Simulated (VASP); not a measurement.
Here is a VASP 6.6.1 calculation.

File INCAR:

```
SYSTEM = KRh3
PREC = Accurate ; ENCUT = 520
EDIFF = 1E-6 ; ISMEAR = 0
SIGMA = 0.1 ; LREAL = .False.
LASPH = .True. ; NELM = 60
ALGO = Fast ; ISIF = 2
LWAVE = .False. ; LCHARG = .True.
GGA = PE ; LELF = .True.
LVHAR = .True. ; NBANDS = 35
```

Contents of KPOINTS:

```
regular mesh
0
Gamma
  12 12 12
  0 0 0
```

POSCAR

```
KRh3
1.0
    4.0877630814      0.0000000000      0.0000000000
    0.0000000000      4.0877630814      0.0000000000
    0.0000000000      0.0000000000      4.0877630814
K Rh
1 3
Direct
    0.0000000000      0.0000000000      0.0000000000
    0.0000000000      0.5000000000      0.5000000000
    0.5000000000      0.0000000000      0.5000000000
    0.5000000000      0.5000000000      0.0000000000
```

Potentials or basis: VASP PAW PBE potentials, release 64 (K_sv, Rh_pv).

Run with:

```sh
$ cat potpaw_PBE.64/K_sv/POTCAR potpaw_PBE.64/Rh_pv/POTCAR > POTCAR
$ mpirun -np 1 vasp_std > vasp.out
```

Q: Predict the pressure.

A: 0.4 GPa.

Q: What does it give for the band gap on the k mesh?

A: Zero (band 27 reaches 7.88 eV, above the bottom of band 28 at 6.40 eV).
